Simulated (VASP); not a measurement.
Write the native input for VASP 6.6.1 that does the following.

| Quantity | Value |
| --- | --- |
| Task | single point |
| Functional | PBEsol |
| Potentials or basis | VASP PAW PBE potentials, release 64 (Sn_d, O) |
| Cutoff | 520 eV |
| k mesh | 6 × 8 × 3 |
| Occupations | gaussian, width 0.05 eV |
| Spin | no spin polarisation |
| Dipole correction | no |
| Further INCAR settings | ALGO = Normal; EDIFF = 1e-06; NBANDS = 50 |

The structure of SnO lies in POSCAR:

```
SnO
1.0
    0.0000000000      0.0000000000     -4.2219700000
   -3.3550050000      0.0000000000      0.0000000000
    0.0000000000     11.3482080000      0.0000000000
Sn O
4 4
Direct
    0.4868560000      0.0000000000      0.1159545000
    0.4868560000      0.0000000000      0.6159545000
    0.9868560000      0.5000000000      0.3840455000
    0.9868560000      0.5000000000      0.8840455000
    0.2631430000      0.0000000000      0.4456250000
    0.2631430000      0.0000000000      0.9456250000
    0.7631430000      0.5000000000      0.0543750000
    0.7631430000      0.5000000000      0.5543750000
```

The input as run:

INCAR

```
PREC = Accurate
ENCUT = 520
EDIFF = 1E-6
ISMEAR = 0
SIGMA = 0.05
LREAL = F
LASPH = T
NELM = 60
ALGO = Normal
ISIF = 2
LWAVE = F
LCHARG = F
GGA = PS
NBANDS = 50
```

KPOINTS

```
regular mesh
0
Gamma
  6 8 3
```

Potentials or basis: VASP PAW PBE potentials, release 64 (Sn_d, O).

The run is started by

```console
$ cat potpaw_PBE.64/Sn_d/POTCAR potpaw_PBE.64/O/POTCAR > POTCAR
$ mpirun -np 1 vasp_std > vasp.out
```

Results of the run:

```
Pressure               : -2.9 GPa
Largest force          : 0.350 eV/Å
Band gap on the k mesh : 1.33 eV
```

Caveat: the PAW data sets were made with another functional, which shifts forces and pressure a little; spin-orbit coupling is left out, which moves the levels of the heavy elements.

Wall time 5.6 min on 1 thread of Intel(R) Xeon(R) Platinum 8259CL CPU @ 2.50GHz (Skylake/Cascade Lake) (shared host), peak memory 0.4 GiB.
